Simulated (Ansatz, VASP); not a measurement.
## Au: VASP beside Ansatz

```
CELL_PARAMETERS angstrom
0.00000 2.06217 2.06217
2.06217 0.00000 2.06217
2.06217 2.06217 0.00000
ATOMIC_POSITIONS crystal
Au 0.00000 0.00000 0.00000
```

Alike in both runs: functional r2SCAN; k mesh 18 × 18 × 18; occupations gaussian, width 0.1 eV; no spin polarisation.

Ansatz relaxed the structure, and its values are those at the end. VASP's run is a single point on that final structure, the one shown.

|  | VASP | Ansatz |
| --- | --- | --- |
| version | VASP 6.6.1 | Ansatz 0.2.0 |
| potentials or method | VASP PAW PBE potentials, release 64 (Au), cutoff 520 eV | scalar-relativistic, plane waves, PAW |
| valence electrons in the cell | 11 | 19 |

VASP gave:

| Quantity | Value |
| --- | --- |
| gap on the k mesh at the Fermi level (eV) | none |
| pressure (GPa) | 0.3 |

Question: Which values does Ansatz return?

Answer: gap on the k mesh at the Fermi level (eV): none; pressure (GPa): 0.0.

VASP's potentials were made for PBE, not for r2SCAN. A gap of «none» marks a metal or a gap that the smearing closes. VASP's potentials hold 11 valence electrons a cell and Ansatz's 19, so a difference there can come from the potentials and not from the codes.

Spin-orbit coupling is off throughout.
